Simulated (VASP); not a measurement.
# Hf3Sb4 (Pm-3m) in VASP: notebook

Hf3Sb4 is run at these levels: PBE; tasks: single point, relaxation of cell and atoms.

Everything below comes from runs of VASP 6.6.1. Logs are shortened: lines on timing, memory, paths and dates and some standing lists are left out, and cuts for length are marked.

## 1. The cell of the first run

It takes space group Pm-3m (No. 221, cubic). The conventional cell has a = 5.765 Å, b = 5.765 Å, c = 5.765 Å, α = 90.00°, β = 90.00°, γ = 90.00°. Hf (site symmetry 4/mmm) has 6 Sb at 2.88 Å within 3.8 Å. Sb (site symmetry 4/mmm) has 4 Hf at 2.88 Å within 3.8 Å. Sb (site symmetry m-3m) has 6 Hf at 2.88 Å within 3.8 Å.

## 2. Single point, PBE

File INCAR:

```
PREC = Accurate
ENCUT = 520
EDIFF = 1E-6
ISMEAR = 0
SIGMA = 0.1
LREAL = F
LASPH = T
NELM = 100
ALGO = Normal
ISIF = 2
LWAVE = F
LCHARG = T
GGA = PE
LELF = T
LVHAR = T
NBANDS = 34
```

File KPOINTS:

```
regular mesh
0
Gamma
  8 8 8
```

File POSCAR:

```
Hf3Sb4
1.0
    5.7652808241      0.0000000000      0.0000000000
    0.0000000000      5.7652808241      0.0000000000
    0.0000000000      0.0000000000      5.7652808241
Hf Sb
3 4
Direct
    0.5000000000      0.0000000000      0.0000000000
    0.0000000000      0.5000000000      0.0000000000
    0.0000000000      0.0000000000      0.5000000000
    0.0000000000      0.5000000000      0.5000000000
    0.5000000000      0.0000000000      0.5000000000
    0.5000000000      0.5000000000      0.0000000000
    0.0000000000      0.0000000000      0.0000000000
```

Potentials or basis: VASP PAW PBE potentials, release 64 (Hf_pv, Sb).

Command:

```console
$ cat potpaw_PBE.64/Hf_pv/POTCAR potpaw_PBE.64/Sb/POTCAR > POTCAR
$ mpirun -np 1 vasp_std > vasp.out
```

OUTCAR:

```text
PREC = Accurate
   ENCUT = 520
   EDIFF = 1E-6
   ISMEAR = 0
   LREAL = F
   LASPH = T
   NELM = 100
   ISIF = 2
   GGA = PE

 ion  position               nearest neighbor table
   1  0.500  0.000  0.000-   5 2.88   6 2.88   7 2.88   5 2.88   6 2.88   7 2.88
   2  0.000  0.500  0.000-   4 2.88   6 2.88   7 2.88   4 2.88   7 2.88   6 2.88
   3  0.000  0.000  0.500-   4 2.88   5 2.88   7 2.88   7 2.88   4 2.88   5 2.88
   4  0.000  0.500  0.500-   2 2.88   3 2.88   2 2.88   3 2.88
   5  0.500  0.000  0.500-   1 2.88   3 2.88   1 2.88   3 2.88
   6  0.500  0.500  0.000-   1 2.88   2 2.88   1 2.88   2 2.88
   7  0.000  0.000  0.000-   1 2.88   2 2.88   3 2.88   3 2.88   2 2.88   1 2.88

  LATTYP: Found a simple cubic cell.
 ALAT       =     5.7652808241

  Lattice vectors:

 A1 = (   5.7652808241,   0.0000000000,   0.0000000000)
 A2 = (   0.0000000000,   5.7652808241,   0.0000000000)
 A3 = (   0.0000000000,   0.0000000000,   5.7652808241)

Analysis of symmetry for initial positions (statically):
=====================================================================
 Subroutine PRICEL returns:
 Original cell was already a primitive cell.

 Routine SETGRP: Setting up the symmetry group for a
 simple cubic supercell.

 Subroutine GETGRP returns: Found 48 space group operations
 (whereof 48 operations were pure point group operations)
 out of a pool of 48 trial point group operations.

The static configuration has the point symmetry O_h .

Analysis of symmetry for dynamics (positions and initial velocities):
=====================================================================
 Subroutine PRICEL returns:
 Original cell was already a primitive cell.

 Routine SETGRP: Setting up the symmetry group for a
 simple cubic supercell.

 Subroutine GETGRP returns: Found 48 space group operations
 (whereof 48 operations were pure point group operations)
 out of a pool of 48 trial point group operations.

The dynamic configuration has the point symmetry O_h .

 Subroutine INISYM returns: Found 48 space group operations
 (whereof 48 operations are pure point group operations),
 and found     1 'primitive' translations

----------------------------------------------------------------------------------------

                                     Primitive cell

  volume of cell :     191.6291

  direct lattice vectors                    reciprocal lattice vectors
     5.765280824  0.000000000  0.000000000     0.173452089  0.000000000  0.000000000
     0.000000000  5.765280824  0.000000000     0.000000000  0.173452089  0.000000000
     0.000000000  0.000000000  5.765280824     0.000000000  0.000000000  0.173452089

  length of vectors
     5.765280824  5.765280824  5.765280824     0.173452089  0.173452089  0.173452089

  position of ions in fractional coordinates (direct lattice)
     0.500000000  0.000000000  0.000000000
     0.000000000  0.500000000  0.000000000
     0.000000000  0.000000000  0.500000000
     0.000000000  0.500000000  0.500000000
     0.500000000  0.000000000  0.500000000
     0.500000000  0.500000000  0.000000000
     0.000000000  0.000000000  0.000000000

  ion indices of the primitive-cell ions
   primitive index   ion index
                 1           1
                 2           2
                 3           3
                 4           4
                 5           5
                 6           6
                 7           7

----------------------------------------------------------------------------------------

 KPOINTS: regular mesh

Automatic generation of k-mesh.
 Grid dimensions read from file:
 generate k-points for:    8    8    8

 Generating k-lattice:

  Cartesian coordinates                     Fractional coordinates (reciprocal lattice)
     0.021681511  0.000000000  0.000000000     0.125000000  0.000000000  0.000000000
     0.000000000  0.021681511  0.000000000     0.000000000  0.125000000  0.000000000
     0.000000000  0.000000000  0.021681511     0.000000000  0.000000000  0.125000000

  Length of vectors
     0.021681511  0.021681511  0.021681511

  Shift w.r.t. Gamma in fractional coordinates (k-lattice)
     0.000000000  0.000000000  0.000000000

 Subroutine IBZKPT returns following result:
 ===========================================

 Found     35 irreducible k-points:

 Following reciprocal coordinates:
            Coordinates               Weight
  0.000000  0.000000  0.000000      1.000000
  0.125000  0.000000  0.000000      6.000000
  0.250000  0.000000  0.000000      6.000000
  0.375000  0.000000  0.000000      6.000000
  0.500000  0.000000  0.000000      3.000000
  0.125000  0.125000  0.000000     12.000000
[... 16 lines left out ...]
  0.375000  0.375000  0.125000     24.000000
  0.500000  0.375000  0.125000     24.000000
 [... further k-points ...]
   k-points           NKPTS =     35   k-points in BZ     NKDIM =     35   number of bands    NBANDS=     34
   number of dos      NEDOS =    301   number of ions     NIONS =      7
   total plane-waves  NPLWV = 110592
   dimension x,y,z NGX =    48 NGY =   48 NGZ =   48
   dimension x,y,z NGXF=    96 NGYF=   96 NGZF=   96
   ions per type =               3   4
   NGX,Y,Z   is equivalent  to a cutoff of  13.84, 13.84, 13.84 a.u.
   NGXF,Y,Z  is equivalent  to a cutoff of  27.68, 27.68, 27.68 a.u.
 SYSTEM =  unknown system
   PREC   = accura    normal or accurate (medium, high low for compatibility)
   ISTART =      0    job   : 0-new  1-cont  2-samecut
   ICHARG =      2    charge: 1-file 2-atom 10-const
   ISPIN  =      1    spin polarized calculation?
   LNONCOLLINEAR =      F non collinear calculations
   LSORBIT =      F    spin-orbit coupling
   LASPH  =      T    aspherical Exc in radial PAW
   ENCUT  =  520.0 eV  38.22 Ry    6.18 a.u.  10.72 10.72 10.72*2*pi/ulx,y,z
   NELM   =    100;   NELMIN=  2; NELMDL= -5     # of ELM steps
   EDIFF  = 0.1E-05   stopping-criterion for ELM
   LREAL  =      F    real-space projection
   EDIFFG = 0.1E-04   stopping-criterion for IOM
   NSW    =      0    number of steps for IOM
   IBRION =     -1    ionic relax: 0-MD 1-quasi-New 2-CG
   NFREE  =      0    steps in history (QN), initial steepest desc. (CG)
   ISIF   =      2    stress and relaxation
   ISYM   =      2    0-nonsym 1-usesym 2-fastsym
   POTIM  = 0.5000    time-step for ionic-motion
   TEBEG  =    0.0;   TEEND  =   0.0 temperature during run
   PSTRESS=    0.0 pullay stress
   NELECT =      50.0000    total number of electrons
   NUPDOWN=      -1.0000    fix difference up-down
   EMIN   =  10.00;   EMAX   =-10.00  energy-range for DOS
   EFERMI =   0.00;   METHOD = LEGACY
   ISMEAR =     0;   SIGMA  =   0.10  broadening in eV -4-tet -1-fermi 0-gaus
   EFERMI_NEDOS =   21; number of points for ismear=-14 and -15
   IALGO  =     38    algorithm
   IMIX   =      4    mixing-type and parameters
     AMIX     =   0.40;   BMIX     =  1.00
     AMIX_MAG =   1.60;   BMIX_MAG =  1.00
  volume/ion in A,a.u.               =      27.38       184.74
  Fermi-wavevector in a.u.,A,eV,Ry     =   1.046111  1.976863 14.889507  1.094348
  Thomas-Fermi vector in A             =   2.180935
   LORBIT       =      0    0 simple, 1 ext, 2 COOP (PROOUT), +10 PAW based schemes
   GGA     = PE    functional components
   LHFCALC =     F    Hartree Fock is set to
   AEXX    =    0.0000 exact exchange contribution
   IVDW    =     0    specifies the selected vdW correction
   LEPSILON=     F    determine dielectric tensor
   LRPA    =     F    only Hartree local field effects (RPA)
 non-spin polarized calculation
 Gauss-broadening in eV      SIGMA  =   0.10
  energy-cutoff  :      520.00
  volume of cell :      191.63
 maximum number of plane-waves:      5232
 NGX is ok and might be reduce to    48
   NGX = 21   NGY = 21   NGZ = 21

 number of electron      49.9999999 magnetization

 Free energy of the ion-electron system (eV)
  ---------------------------------------------------
  ext. energy  EPLUGINS =         0.00000000
  ---------------------------------------------------
  free energy    TOTEN  =       -48.00594758 eV

  energy without entropy =      -47.97799676  energy(sigma->0) =      -47.99197217

 E-fermi :   6.1454     XC(G=0): -10.0210

 val. band max:        6.1434912944   @ k =   0.2500   0.1250   0.1250
 cond. band min:       6.1532766235   @ k =   0.3750   0.2500   0.1250
 fundamental gap:      0.0097853292
 Fermi energy:         6.1453779995

 k-point     1 :       0.0000    0.0000    0.0000
  band No.  band energies     occupation
      1     -25.6460      2.00000
      2     -25.6460      2.00000
      3     -25.6460      2.00000
      4     -25.5062      2.00000
      5     -25.5062      2.00000
      6     -25.5062      2.00000
[... 26 lines left out ...]
     33       7.3300      0.00000
     34       7.3300      0.00000

 k-point     2 :       0.1250    0.0000    0.0000
  band No.  band energies     occupation
      1     -25.6458      2.00000
      2     -25.6458      2.00000
      3     -25.6453      2.00000
      4     -25.5063      2.00000
      5     -25.5062      2.00000
      6     -25.5062      2.00000
[... 26 lines left out ...]
     33       7.7409      0.00000
     34       7.7433      0.00000

 k-point     3 :       0.2500    0.0000    0.0000
  band No.  band energies     occupation
      1     -25.6452      2.00000
      2     -25.6452      2.00000
      3     -25.6435      2.00000
      4     -25.5066      2.00000
      5     -25.5063      2.00000
      6     -25.5063      2.00000
[... 26 lines left out ...]
     33       8.2533      0.00000
     34       8.2674      0.00000

 k-point     4 :       0.3750    0.0000    0.0000
  band No.  band energies     occupation
      1     -25.6446      2.00000
      2     -25.6446      2.00000
      3     -25.6417      2.00000
      4     -25.5070      2.00000
      5     -25.5065      2.00000
      6     -25.5065      2.00000
[... 26 lines left out ...]
     33       8.2957      0.00000
     34       8.3566      0.00000

 k-point     5 :       0.5000    0.0000    0.0000
  band No.  band energies     occupation
      1     -25.6443      2.00000
      2     -25.6443      2.00000
      3     -25.6409      2.00000
      4     -25.5071      2.00000
      5     -25.5066      2.00000
      6     -25.5066      2.00000
[... 621 lines left out ...]
 k-point    22 :       0.5000    0.2500    0.1250
  band No.  band energies     occupation
      1     -25.6626      2.00000
      2     -25.6380      2.00000
      3     -25.6256      2.00000
      4     -25.5204      2.00000
      5     -25.5136      2.00000
      6     -25.5110      2.00000
[... 26 lines left out ...]
     33       8.5607      0.00000
     34       8.7374      0.00000

 k-point    23 :       0.3750    0.3750    0.1250
  band No.  band energies     occupation
      1     -25.6655      2.00000
      2     -25.6374      2.00000
      3     -25.6223      2.00000
      4     -25.5232      2.00000
      5     -25.5130      2.00000
      6     -25.5128      2.00000
[... 26 lines left out ...]
     33       8.4058      0.00000
     34       8.7178      0.00000

 k-point    24 :       0.5000    0.3750    0.1250
  band No.  band energies     occupation
      1     -25.6669      2.00000
      2     -25.6371      2.00000
      3     -25.6204      2.00000
      4     -25.5245      2.00000
      5     -25.5136      2.00000
      6     -25.5129      2.00000
[... 26 lines left out ...]
     33       8.5305      0.00000
     34       8.9616      0.00000

 [... further k-points ...]
[... 5 lines left out ...]
  --------------------------------------------------------------------------------------
  -------------------------------------------------------------------------------------
  Total       -0.2281019     -0.2281019     -0.2281019      0.0000000      0.0000000     -0.0000000
  in kB       -1.9071202     -1.9071202     -1.9071202      0.0000000      0.0000000     -0.0000000
  external PRESSURE =      -1.9071202 kB  Pullay stress =       0.0000000 kB

 VOLUME and BASIS-vectors are now :
 -----------------------------------------------------------------------------
  energy-cutoff  :      520.00
  volume of cell :      191.63
      direct lattice vectors                 reciprocal lattice vectors
     5.765280824  0.000000000  0.000000000     0.173452089  0.000000000  0.000000000
     0.000000000  5.765280824  0.000000000     0.000000000  0.173452089  0.000000000
     0.000000000  0.000000000  5.765280824     0.000000000  0.000000000  0.173452089

 POSITION                                       TOTAL-FORCE (eV/Angst)
 -----------------------------------------------------------------------------------
      2.88264      0.00000      0.00000         0.000000      0.000000      0.000000
      0.00000      2.88264      0.00000         0.000000      0.000000      0.000000
      0.00000      0.00000      2.88264         0.000000      0.000000      0.000000
      0.00000      2.88264      2.88264         0.000000      0.000000      0.000000
      2.88264      0.00000      2.88264         0.000000      0.000000      0.000000
      2.88264      2.88264      0.00000         0.000000      0.000000      0.000000
      0.00000      0.00000      0.00000         0.000000      0.000000      0.000000
 -----------------------------------------------------------------------------------
    total drift:                                0.000000      0.000000      0.000000

  FREE ENERGIE OF THE ION-ELECTRON SYSTEM (eV)
  ---------------------------------------------------
  free  energy   TOTEN  =       -48.0059475756 eV

  energy  without entropy=      -47.9779967570  energy(sigma->0) =      -47.99197217
```

Run time: 2.9 min. Hardware: 1 thread of AMD EPYC 9R45 (Zen 5), shared host; peak memory 0.39 GiB.

What came out:

- Free energy: -48.0059 eV
- Pressure: -0.2 GPa
- Band gap on the k mesh: zero (band 25 reaches 7.07 eV, above the bottom of band 26 at 5.34 eV)

Levels at points of the mesh, in eV from the Fermi level:
```tsv
k point	band 23	band 24	band 25	band 26	band 27	band 28
(0.00, 0.00, 0.00)	-0.99	-0.99	-0.99	0.67	0.67	0.67
(0.50, 0.00, 0.00)	-0.82	-0.82	-0.80	-0.80	0.24	0.77
(0.50, 0.50, 0.00)	-2.55	-2.33	0.92	1.10	1.20	1.67
(0.50, 0.50, 0.50)	-2.81	-0.13	-0.13	1.67	1.67	1.67
```

Caveat: spin-orbit coupling is left out, which moves the levels of the heavy elements.

## 3. Relaxation of cell and atoms, PBE

File INCAR:

```
SYSTEM = Hf3Sb4
PREC     = Accurate       ! precision mode
ENCUT    = 600            ! plane-wave cutoff, eV
EDIFF    = 1E-6           ! SCF threshold, eV
ISMEAR   = 0              ! smearing method
SIGMA    = 0.1            ! smearing width, eV
LREAL    = .FALSE.        ! projectors in reciprocal space
LASPH    = .TRUE.         ! aspherical terms in the spheres
NELM     = 100            ! most SCF steps
ALGO     = Normal         ! electronic algorithm
ISIF     = 3              ! what is computed and relaxed
LWAVE    = .FALSE.        ! write WAVECAR
LCHARG   = .FALSE.        ! write CHGCAR
GGA      = PE             ! functional
IBRION   = 2              ! ionic algorithm
NSW      = 100            ! ionic steps
EDIFFG   = -0.01          ! ionic threshold
```

File KPOINTS:

```
regular mesh
0
G
  8 8 8
  0 0 0
```

POSCAR is that of step 2.

Potentials or basis: VASP PAW PBE potentials, release 64 (Hf_pv, Sb).

Command:

```console
$ cat potpaw_PBE.64/Hf_pv/POTCAR potpaw_PBE.64/Sb/POTCAR > POTCAR
$ mpirun -np 1 vasp_std > vasp.out
```

Wall time 5.6 min (1 thread of AMD EPYC 9R45 (Zen 5), shared host); peak memory 0.44 GiB.

The run converged. Its results:

| Item | Value |
| --- | --- |
| Free energy | -48.0067 eV |
| Relaxed volume | 27.31 Å³/atom |
| Relaxed cell | a = 5.761 Å, b = 5.761 Å, c = 5.761 Å, α = 90.00°, β = 90.00°, γ = 90.00° |
| Space group after relaxing (to 0.05 Å) | Pm-3m (No. 221) |
| Energy gained by relaxing | 0.0 meV/atom |
| Ionic steps | 3 |
| Pressure after relaxing | 0.0 GPa |
| Band gap on the k mesh | zero (band 25 reaches 7.09 eV, above the bottom of band 26 at 5.36 eV) |

The path:
```tsv
step	energy change (eV)	largest force (eV/Å)	pressure (GPa)	volume (Å³)
1	0.0000	0.0000	-0.19	191.63
2	0.0000	0.0000	0.20	190.73
3	-0.0003	0.0000	0.00	191.16
```

Final structure:
```
Hf Sb
1.0
     5.76059    0.00000    0.00000
     0.00000    5.76059    0.00000
     0.00000    0.00000    5.76059
Hf Sb
3 4
Direct
  0.50000 0.00000 0.00000
  0.00000 0.50000 0.00000
  0.00000 0.00000 0.50000
  0.00000 0.50000 0.50000
  0.50000 0.00000 0.50000
  0.50000 0.50000 0.00000
  0.00000 0.00000 0.00000
```

Levels at points of the mesh, in eV from the Fermi level:
| k point | band 23 | band 24 | band 25 | band 26 | band 27 | band 28 |
| --- | --- | --- | --- | --- | --- | --- |
| (0.00, 0.00, 0.00) | -0.99 | -0.99 | -0.99 | 0.67 | 0.67 | 0.67 |
| (0.50, 0.00, 0.00) | -0.82 | -0.82 | -0.81 | -0.81 | 0.24 | 0.77 |
| (0.50, 0.50, 0.00) | -2.56 | -2.34 | 0.92 | 1.11 | 1.20 | 1.67 |
| (0.50, 0.50, 0.50) | -2.82 | -0.13 | -0.13 | 1.67 | 1.67 | 1.68 |

Caveat: spin-orbit coupling is left out, which moves the levels of the heavy elements.

[end of part 1 of 2]
